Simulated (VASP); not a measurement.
# HgTe in VASP: further runs, part 2 of 3

VASP 6.6.1. The steps go on from the part before.

### Step 3. Electric field gradients, LDA (equal xy, yz and zx shear strains of +2 %)

INCAR

```
PREC     = Accurate       # precision mode
ENCUT    = 520            # plane-wave cutoff, eV
EDIFF    = 1E-8           # SCF threshold, eV
ISMEAR   = -1             # smearing method
SIGMA    = 0.08           # smearing width, eV
LREAL    = F              # projectors in reciprocal space
LASPH    = T              # aspherical terms in the spheres
NELM     = 60             # most SCF steps
ALGO     = Normal         # electronic algorithm
ISIF     = 2              # what is computed and relaxed
LWAVE    = F              # write WAVECAR
LCHARG   = F              # write CHGCAR
LEFG     = T            
NBANDS   = 16             # bands
```

KPOINTS

```
regular mesh
0
Gamma
  10 10 10
```

POSCAR

```
HgTe
1.0
    0.0584300000      2.9507150000      2.9507150000
    2.9507150000      0.0584300000      2.9507150000
    2.9507150000      2.9507150000      0.0584300000
Hg Te
1 1
Direct
    0.0000000000      0.0000000000      0.0000000000
    0.5000000000      0.5000000000      0.5000000000
```

Potentials or basis: VASP PAW LDA potentials, release 64 (Hg, Te).

Run with:

```sh
$ cat potpaw_LDA.64/Hg/POTCAR potpaw_LDA.64/Te/POTCAR > POTCAR
$ mpirun -np 1 vasp_std > vasp.out
```

OUTCAR:

```text
PREC = Accurate
   ENCUT = 520
   EDIFF = 1E-8
   ISMEAR = -1
   LREAL = F
   LASPH = T
   NELM = 60
   ISIF = 2

 ion  position               nearest neighbor table
   1  0.000  0.000  0.000-   2 2.92   2 2.92   2 2.92   2 2.92   2 2.92   2 2.92
   2  0.500  0.500  0.500-   1 2.92   1 2.92   1 2.92   1 2.92   1 2.92   1 2.92

  LATTYP: Found a trigonal (rhomboedric) cell.
 ALAT       =     4.1733502234
 COS(alpha) =     0.5197000882

  Lattice vectors:

 A1 = (   0.0584300000,   2.9507150000,   2.9507150000)
 A2 = (   2.9507150000,   0.0584300000,   2.9507150000)
 A3 = (   2.9507150000,   2.9507150000,   0.0584300000)

Analysis of symmetry for initial positions (statically):
=====================================================================
 Subroutine PRICEL returns:
 Original cell was already a primitive cell.

 Routine SETGRP: Setting up the symmetry group for a
 trigonal (rhombohedral) supercell.

[... 644 lines left out ...]
      direct lattice vectors                 reciprocal lattice vectors
     0.058430000  2.950715000  2.950715000    -0.174568537  0.171178857  0.171178857
     2.950715000  0.058430000  2.950715000     0.171178857 -0.174568537  0.171178857
     2.950715000  2.950715000  0.058430000     0.171178857  0.171178857 -0.174568537

 POSITION                                       TOTAL-FORCE (eV/Angst)
 -----------------------------------------------------------------------------------
      0.00000      0.00000      0.00000         0.000000     -0.000000      0.000000
      2.97993      2.97993      2.97993        -0.000000      0.000000     -0.000000
 -----------------------------------------------------------------------------------
    total drift:                                0.000000     -0.000000     -0.000000

  FREE ENERGIE OF THE ION-ELECTRON SYSTEM (eV)
  ---------------------------------------------------
  free  energy   TOTEN  =        -4.8947367720 eV

  energy  without entropy=       -4.8821558932  energy(sigma->0) =       -4.88844633

 Electric field gradients (V/A^2)
---------------------------------------------------------------------
 ion       V_xx      V_yy      V_zz      V_xy      V_xz      V_yz
---------------------------------------------------------------------
   1      -0.000    -0.000     0.000    -7.879    -7.879    -7.879
   2       0.000     0.000    -0.000    10.400    10.400    10.400
---------------------------------------------------------------------

 Electric field gradients after diagonalization (V/A^2)
 (convention: |V_zz| > |V_xx| > |V_yy|)
----------------------------------------------------------------------
 ion       V_xx      V_yy      V_zz     asymmetry (V_yy - V_xx)/ V_zz
----------------------------------------------------------------------
   1       7.879     7.879   -15.759       0.000
   2     -10.400   -10.400    20.800       0.000
----------------------------------------------------------------------

           NMR quadrupolar parameters

 Cq : quadrupolar parameter    Cq=e*Q*V_zz/h
 eta: asymmetry parameters     (V_yy - V_xx)/ V_zz
 Q  : nuclear electric quadrupole moment in mb (millibarn)
----------------------------------------------------------------------
 ion       Cq(MHz)       eta       Q (mb)
----------------------------------------------------------------------
   1      -0.038       0.000       1.000
   2       0.050       0.000       1.000
----------------------------------------------------------------------
```

OSZICAR:

```text
N       E                     dE             d eps       ncg     rms          rms(c)
DAV:   1     0.106269299287E+03    0.10627E+03   -0.83783E+03  3744   0.101E+03
DAV:   2    -0.181369195556E+01   -0.10808E+03   -0.10072E+03  4408   0.238E+02
DAV:   3    -0.510457176929E+01   -0.32909E+01   -0.32813E+01  4592   0.427E+01
DAV:   4    -0.512661909400E+01   -0.22047E-01   -0.22046E-01  4688   0.342E+00
DAV:   5    -0.512696235099E+01   -0.34326E-03   -0.34326E-03  4688   0.384E-01    0.992E+00
DAV:   6    -0.490827728485E+01    0.21869E+00   -0.43056E-01  4696   0.914E+00    0.739E+00
DAV:   7    -0.489715174053E+01    0.11126E-01   -0.75925E-02  4576   0.198E+00    0.228E+00
DAV:   8    -0.489499735583E+01    0.21544E-02   -0.83036E-03  4208   0.110E+00    0.534E-01
DAV:   9    -0.489473771733E+01    0.25964E-03   -0.44839E-04  4864   0.233E-01    0.781E-02
DAV:  10    -0.489473626531E+01    0.14520E-05   -0.35730E-05  4456   0.501E-02    0.378E-02
DAV:  11    -0.489473708054E+01   -0.81523E-06   -0.45843E-06  4776   0.152E-02    0.137E-02
DAV:  12    -0.489473676800E+01    0.31254E-06   -0.75846E-07  4072   0.597E-03    0.695E-03
DAV:  13    -0.489473677200E+01   -0.39981E-08   -0.69827E-08  4880   0.164E-03
   1 F= -.48947368E+01 E0= -.48884463E+01  d E =-.125809E-01
```

stdout:

```text
POSCAR found type information on POSCAR HgTe
 POSCAR found :  2 types and       2 ions
 scaLAPACK will be used
 LDA part: xc-table for (Slater(with rela. corr.)+CA(PZ))
 , standard interpolation
 POSCAR, INCAR and KPOINTS ok, starting setup
 FFT: planning ... GRIDC
 FFT: planning ... GRID_SOFT
 FFT: planning ... GRID
 WAVECAR not read
 entering main loop
ion   1

ion   2
```

Wall time 24 s (1 thread of Intel Xeon 6975P-C (Granite Rapids), shared host); peak memory 0.22 GiB.

What came out:

* Free energy: -4.8947 eV
* Pressure: 4.4 GPa
* Band gap on the k mesh: zero (band 9 reaches 6.30 eV, above the bottom of band 10 at 3.09 eV)

Electric field gradients, principal values (V/Å²):
| atom | least | middle | greatest (by size) |
| --- | --- | --- | --- |
| 1 Hg | 7.879 | 7.879 | -15.759 |
| 2 Te | -10.400 | -10.400 | 20.800 |

Caveat: the cell differs from its parent crystal (equal xy, yz and zx shear strains of +2 %); without QUAD_EFG the Cq values of the log hold for a quadrupole moment of 1 mb, not for the nuclei; spin-orbit coupling is left out, which moves the levels of the heavy elements.

### Step 4. Electric field gradients, LDA (equal xy, yz and zx shear strains of +2 %)

INCAR

```
SYSTEM = HgTe
PREC     = Accurate       ! precision mode
ENCUT    = 520            ! plane-wave cutoff, eV
EDIFF    = 1E-8           ! SCF threshold, eV
ISMEAR   = -1             ! smearing method
SIGMA    = 0.08           ! smearing width, eV
LREAL    = .False.        ! projectors in reciprocal space
LASPH    = .True.         ! aspherical terms in the spheres
NELM     = 60             ! most SCF steps
ALGO     = Normal         ! electronic algorithm
ISIF     = 2              ! what is computed and relaxed
LWAVE    = .False.        ! write WAVECAR
LCHARG   = .False.        ! write CHGCAR
GGA      = CA             ! functional
LEFG     = .True.       
NBANDS   = 16             ! bands
```

KPOINTS

```
Automatic mesh
0
Gamma
  10 10 10
  0 0 0
```

POSCAR is that of step 3.

Potentials or basis: VASP PAW LDA potentials, release 64 (Hg, Te).

Run with:

```sh
$ cat potpaw_LDA.64/Hg/POTCAR potpaw_LDA.64/Te/POTCAR > POTCAR
$ mpirun -np 1 vasp_std > vasp.out
```

OUTCAR:

```text
SYSTEM = HgTe
   PREC = Accurate
   ENCUT = 520
   EDIFF = 1E-8
   ISMEAR = -1
   LREAL = .False.
   LASPH = .True.
   NELM = 60
   ISIF = 2
   GGA = CA

 ion  position               nearest neighbor table
   1  0.000  0.000  0.000-   2 2.92   2 2.92   2 2.92   2 2.92   2 2.92   2 2.92
   2  0.500  0.500  0.500-   1 2.92   1 2.92   1 2.92   1 2.92   1 2.92   1 2.92

  LATTYP: Found a trigonal (rhomboedric) cell.
 ALAT       =     4.1733502234
 COS(alpha) =     0.5197000882

  Lattice vectors:

 A1 = (   0.0584300000,   2.9507150000,   2.9507150000)
 A2 = (   2.9507150000,   0.0584300000,   2.9507150000)
 A3 = (   2.9507150000,   2.9507150000,   0.0584300000)

Analysis of symmetry for initial positions (statically):
=====================================================================
 Subroutine PRICEL returns:
 Original cell was already a primitive cell.

 Routine SETGRP: Setting up the symmetry group for a
 trigonal (rhombohedral) supercell.

 Subroutine GETGRP returns: Found 12 space group operations
 (whereof 12 operations were pure point group operations)
 out of a pool of 12 trial point group operations.

The static configuration has the point symmetry D_3d.

Analysis of symmetry for dynamics (positions and initial velocities):
=====================================================================
 Subroutine PRICEL returns:
 Original cell was already a primitive cell.

 Routine SETGRP: Setting up the symmetry group for a
 trigonal (rhombohedral) supercell.

 Subroutine GETGRP returns: Found 12 space group operations
 (whereof 12 operations were pure point group operations)
 out of a pool of 12 trial point group operations.

The dynamic configuration has the point symmetry D_3d.

 Subroutine INISYM returns: Found 12 space group operations
 (whereof 12 operations are pure point group operations),
 and found     1 'primitive' translations

----------------------------------------------------------------------------------------

                                     Primitive cell

  volume of cell :      49.8561

  direct lattice vectors                    reciprocal lattice vectors
     0.058430000  2.950715000  2.950715000    -0.174568537  0.171178857  0.171178857
     2.950715000  0.058430000  2.950715000     0.171178857 -0.174568537  0.171178857
     2.950715000  2.950715000  0.058430000     0.171178857  0.171178857 -0.174568537

  length of vectors
     4.173350223  4.173350223  4.173350223     0.298460342  0.298460342  0.298460342

  position of ions in fractional coordinates (direct lattice)
     0.000000000  0.000000000  0.000000000
     0.500000000  0.500000000  0.500000000

  ion indices of the primitive-cell ions
   primitive index   ion index
                 1           1
                 2           2

----------------------------------------------------------------------------------------

 KPOINTS: Automatic mesh

Automatic generation of k-mesh.
 Grid dimensions read from file:
[... 67 lines left out ...]
   EDIFFG = 0.1E-06   stopping-criterion for IOM
   NSW    =      0    number of steps for IOM
   IBRION =     -1    ionic relax: 0-MD 1-quasi-New 2-CG
   NFREE  =      0    steps in history (QN), initial steepest desc. (CG)
   ISIF   =      2    stress and relaxation
   ISYM   =      2    0-nonsym 1-usesym 2-fastsym
   POTIM  = 0.5000    time-step for ionic-motion
   TEBEG  =    0.0;   TEEND  =   0.0 temperature during run
   PSTRESS=    0.0 pullay stress
   NELECT =      18.0000    total number of electrons
   NUPDOWN=      -1.0000    fix difference up-down
   EMIN   =  10.00;   EMAX   =-10.00  energy-range for DOS
   EFERMI =   0.00;   METHOD = LEGACY
   ISMEAR =    -1;   SIGMA  =   0.08  broadening in eV -4-tet -1-fermi 0-gaus
   EFERMI_NEDOS =   21; number of points for ismear=-14 and -15
   IALGO  =     38    algorithm
   IMIX   =      4    mixing-type and parameters
     AMIX     =   0.40;   BMIX     =  1.00
     AMIX_MAG =   1.60;   BMIX_MAG =  1.00
  volume/ion in A,a.u.               =      24.93       168.22
  Fermi-wavevector in a.u.,A,eV,Ry     =   1.165716  2.202885 18.488887  1.358895
  Thomas-Fermi vector in A             =   2.302239
   LORBIT       =      0    0 simple, 1 ext, 2 COOP (PROOUT), +10 PAW based schemes
   GGA     = CA    functional components
   LHFCALC =     F    Hartree Fock is set to
   AEXX    =    0.0000 exact exchange contribution
   IVDW    =     0    specifies the selected vdW correction
   LEPSILON=     F    determine dielectric tensor
   LRPA    =     F    only Hartree local field effects (RPA)
 non-spin polarized calculation
  energy-cutoff  :      520.00
  volume of cell :       49.86
 maximum number of plane-waves:      1363
   NGX = 15   NGY = 15   NGZ = 15

 number of electron      18.0000001 magnetization

 Free energy of the ion-electron system (eV)
  ---------------------------------------------------
  ext. energy  EPLUGINS =         0.00000000
  ---------------------------------------------------
  free energy    TOTEN  =        -4.89473677 eV

  energy without entropy =       -4.88215589  energy(sigma->0) =       -4.88844633

 E-fermi :   5.7869     XC(G=0): -10.7518

 val. band max:        5.7805447258   @ k =   0.5000   0.5000   0.4000
 cond. band min:       5.8452542845   @ k =  -0.2000   0.1000  -0.0000
 fundamental gap:      0.0647095586
 Fermi energy:         5.7869473134

 k-point     1 :       0.0000    0.0000    0.0000
  band No.  band energies     occupation
      1      -7.2785      2.00000
      2      -1.4690      2.00000
      3      -1.4690      2.00000
      4      -1.4267      2.00000
      5      -1.3889      2.00000
      6      -1.3889      2.00000
[... 433 lines left out ...]
      3      -1.5579      2.00000
      4      -1.4433      2.00000
      5      -1.1571      2.00000
      6      -1.1327      2.00000
[... 8 lines left out ...]
     15      18.0377      0.00000
     16      18.2649      0.00000

 [... further k-points ...]
[... 5 lines left out ...]
  --------------------------------------------------------------------------------------
  -------------------------------------------------------------------------------------
  Total        1.3715016      1.3715016      1.3715016     -0.1223551     -0.1223551     -0.1223551
  in kB       44.0746307     44.0746307     44.0746307     -3.9320073     -3.9320073     -3.9320073
  external PRESSURE =      44.0746307 kB  Pullay stress =       0.0000000 kB

 VOLUME and BASIS-vectors are now :
 -----------------------------------------------------------------------------
  energy-cutoff  :      520.00
  volume of cell :       49.86
      direct lattice vectors                 reciprocal lattice vectors
     0.058430000  2.950715000  2.950715000    -0.174568537  0.171178857  0.171178857
     2.950715000  0.058430000  2.950715000     0.171178857 -0.174568537  0.171178857
     2.950715000  2.950715000  0.058430000     0.171178857  0.171178857 -0.174568537

 POSITION                                       TOTAL-FORCE (eV/Angst)
 -----------------------------------------------------------------------------------
      0.00000      0.00000      0.00000         0.000000     -0.000000      0.000000
      2.97993      2.97993      2.97993        -0.000000      0.000000     -0.000000
 -----------------------------------------------------------------------------------
    total drift:                                0.000000     -0.000000     -0.000000

  FREE ENERGIE OF THE ION-ELECTRON SYSTEM (eV)
  ---------------------------------------------------
  free  energy   TOTEN  =        -4.8947367720 eV

  energy  without entropy=       -4.8821558932  energy(sigma->0) =       -4.88844633

 Electric field gradients (V/A^2)
---------------------------------------------------------------------
 ion       V_xx      V_yy      V_zz      V_xy      V_xz      V_yz
---------------------------------------------------------------------
   1      -0.000    -0.000     0.000    -7.879    -7.879    -7.879
   2       0.000     0.000    -0.000    10.400    10.400    10.400
---------------------------------------------------------------------

 Electric field gradients after diagonalization (V/A^2)
 (convention: |V_zz| > |V_xx| > |V_yy|)
----------------------------------------------------------------------
 ion       V_xx      V_yy      V_zz     asymmetry (V_yy - V_xx)/ V_zz
----------------------------------------------------------------------
   1       7.879     7.879   -15.759       0.000
   2     -10.400   -10.400    20.800       0.000
----------------------------------------------------------------------

           NMR quadrupolar parameters

 Cq : quadrupolar parameter    Cq=e*Q*V_zz/h
 eta: asymmetry parameters     (V_yy - V_xx)/ V_zz
 Q  : nuclear electric quadrupole moment in mb (millibarn)
----------------------------------------------------------------------
 ion       Cq(MHz)       eta       Q (mb)
----------------------------------------------------------------------
   1      -0.038       0.000       1.000
   2       0.050       0.000       1.000
----------------------------------------------------------------------
```

Run time: 25 s. Hardware: 1 thread of Intel Xeon 6975P-C (Granite Rapids), shared host; peak memory 0.22 GiB.

What came out:

```
Free energy            : -4.8947 eV
Pressure               : 4.4 GPa
Band gap on the k mesh : zero (band 9 reaches 6.30 eV, above the bottom of band 10 at 3.09 eV)
```

Stress tensor (GPa, compression positive):
```
 4.41 -0.39 -0.39
-0.39  4.41 -0.39
-0.39 -0.39  4.41
```

Electric field gradients, principal values (V/Å²):
| atom | least | middle | greatest (by size) |
| --- | --- | --- | --- |
| 1 Hg | 7.879 | 7.879 | -15.759 |
| 2 Te | -10.400 | -10.400 | 20.800 |

Caveat: the cell differs from its parent crystal (equal xy, yz and zx shear strains of +2 %); without QUAD_EFG the Cq values of the log hold for a quadrupole moment of 1 mb, not for the nuclei; spin-orbit coupling is left out, which moves the levels of the heavy elements.

(Continued in part 3 of 3.)
